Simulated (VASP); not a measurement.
Wanted: the native input for a VASP 6.6.1 run.

```yaml
Task: single point
Functional: LDA
Potentials_or_basis: VASP PAW LDA potentials, release 64 (Ba_sv)
Cutoff: 520 eV
k_mesh: 12 × 12 × 12
Occupations: gaussian, width 0.15 eV
Spin: no spin polarisation
Dipole_correction: no
Further_INCAR_settings: ALGO = Normal; EDIFF = 1e-07; NBANDS = 11
```

The structure of Ba lies in POSCAR:

```
Ba
1.0
    3.9177175405      0.0000000000      0.0000000000
    0.0000000000      3.9177175405      0.0000000000
    0.0000000000      0.0000000000      3.9764833036
Ba
1
Direct
    0.0000000000      0.0000000000      0.0000000000
```

This cell differs from its parent crystal: strain +0.000 along x and y, +0.015 along z.

The input as run:

INCAR

```
SYSTEM = Ba
  ALGO = Normal
  EDIFF = 1E-7
  ENCUT = 520
  GGA = CA
  ISIF = 2
  ISMEAR = 0
  LASPH = .TRUE.
  LCHARG = .FALSE.
  LREAL = .FALSE.
  LWAVE = .FALSE.
  NBANDS = 11
  NELM = 100
  PREC = Accurate
  SIGMA = 0.15
```

KPOINTS

```
k-points
0
G
  12 12 12
  0 0 0
```

Potentials or basis: VASP PAW LDA potentials, release 64 (Ba_sv).

Launch:

```bash
$ cat potpaw_LDA.64/Ba_sv/POTCAR > POTCAR
$ mpirun -np 1 vasp_std > vasp.out
```

It gave:

```json
{
  "Pressure": "-1.1 GPa",
  "Band gap on the k mesh": "zero (bands 5 and 6 overlap by 0.19 eV)"
}
```

Caveat: the cell differs from its parent crystal (strain +0.000 along x and y, +0.015 along z); spin-orbit coupling is left out, which moves the levels of the heavy elements.

Wall time 32 s on 1 thread of Intel(R) Xeon(R) 6975P-C (Granite Rapids) (shared host), peak memory 0.24 GiB.
